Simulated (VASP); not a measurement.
# Zr: single point with PBE

Crystal: Zr.

```
Zr
1.0
     0.00000    2.19895    2.19895
     2.19895    0.00000    2.19895
     2.19895    2.19895    0.00000
Zr
1
Direct
  0.00000 0.00000 0.00000
```

This isn't the form of Zr at room conditions, which is hcp.

```json
{"Program": "VASP 6.6.1", "Task": "single point", "Functional": "PBE", "Potentials or basis": "VASP PAW PBE potentials, release 64 (Zr_sv)", "Cutoff": "520 eV", "k mesh": "14 × 14 × 14", "Occupations": "fermi-dirac, width 0.05 eV", "Spin": "collinear spin", "Starting moments": "[1.0] μB"}
```

```json
{
  "Pressure": "9.1 GPa",
  "Band gap on the k mesh": "zero (filled and empty bands overlap)",
  "Net moment": "0.00 μB per cell",
  "Valence electrons inside the program's atomic spheres": "Zr 9.95"
}
```

Levels at points of the mesh, in eV from the Fermi level:
Spin up:
```
           k point  band 2  band 3  band 4  band 5  band 6  band 7  band 8  band 9  band 10  band 11
(0.00, 0.00, 0.00)  -25.92  -25.92  -25.92   -5.69    1.00    1.00    1.00    3.71     3.71    10.67
(0.50, 0.00, 0.00)  -27.20  -26.08  -26.08   -3.17    0.78    0.78    1.47    5.72     5.72    10.46
(0.50, 0.50, 0.00)  -27.11  -26.37  -26.37   -3.35   -2.51    3.54    5.73    6.31     6.31    10.51
```
Spin down:
```tsv
k point	band 3	band 4	band 5	band 6	band 7	band 8	band 9	band 10
(0.00, 0.00, 0.00)	-25.92	-25.92	-5.69	1.00	1.00	1.00	3.71	3.71
(0.50, 0.00, 0.00)	-26.08	-26.08	-3.17	0.78	0.78	1.47	5.72	5.72
(0.50, 0.50, 0.00)	-26.37	-26.37	-3.35	-2.51	3.54	5.73	6.31	6.31
```

Run time: 83 s on 1 thread of Intel Xeon 8259CL, on a shared host, peak memory 0.18 GiB.

Caveat: the cell stands under pressure.
